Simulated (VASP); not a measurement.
Write the native input for VASP 6.6.1 that does the following.

```yaml
Task: single point
Functional: LDA
Potentials_or_basis: VASP PAW LDA potentials, release 64 (Co)
Cutoff: 520 eV
k_mesh: 9 × 9 × 3
Occupations: fermi-dirac, width 0.1 eV
Spin: collinear spin, ferromagnetic start
Starting_moments: "[3.2, 3.2, 3.2, 3.2] μB"
Dipole_correction: no
Further_INCAR_settings: ALGO = Normal; EDIFF = 1e-07; NBANDS = 30
```

The structure of Co lies in POSCAR:

```
Co
1.0
    2.4705620000      0.0000000000      0.0000000000
   -1.2352810000      2.1395690000      0.0000000000
    0.0000000000      0.0000000000      8.0882340000
Co
4
Direct
    0.0000000000      0.0000000000      0.0000000000
    0.3333333333      0.6666666667      0.2500000000
    0.0000000000      0.0000000000      0.5000000000
    0.6666666667      0.3333333333      0.7500000000
```

The input as run:

INCAR

```
  PREC = Accurate
  ENCUT = 520
  EDIFF = 1E-7
  ISMEAR = -1
  SIGMA = 0.1
  LREAL = False
  LASPH = True
  NELM = 150
  ALGO = Normal
  ISIF = 2
  LWAVE = False
  LCHARG = False
  ISPIN = 2
  MAGMOM = 3.2 3.2 3.2 3.2
  LORBIT = 11
  LMAXMIX = 4
  NBANDS = 30
```

KPOINTS

```
regular mesh
0
Gamma
  9 9 3
```

Potentials or basis: VASP PAW LDA potentials, release 64 (Co).

Command:

```bash
$ cat potpaw_LDA.64/Co/POTCAR > POTCAR
$ mpirun -np 1 vasp_std > vasp.out
```

Results of the run:

The pressure is -16.2 GPa. The band gap on the k mesh is zero (filled and empty bands overlap), the net moment is 6.01 μB per cell and the site moments are Co +1.50, +1.51 μB. The valence electrons inside the program's atomic spheres are Co 8.31.

Wall time 47 s on 1 thread of Intel(R) Xeon(R) Platinum 8488C (Sapphire Rapids) (shared host), peak memory 0.17 GiB.
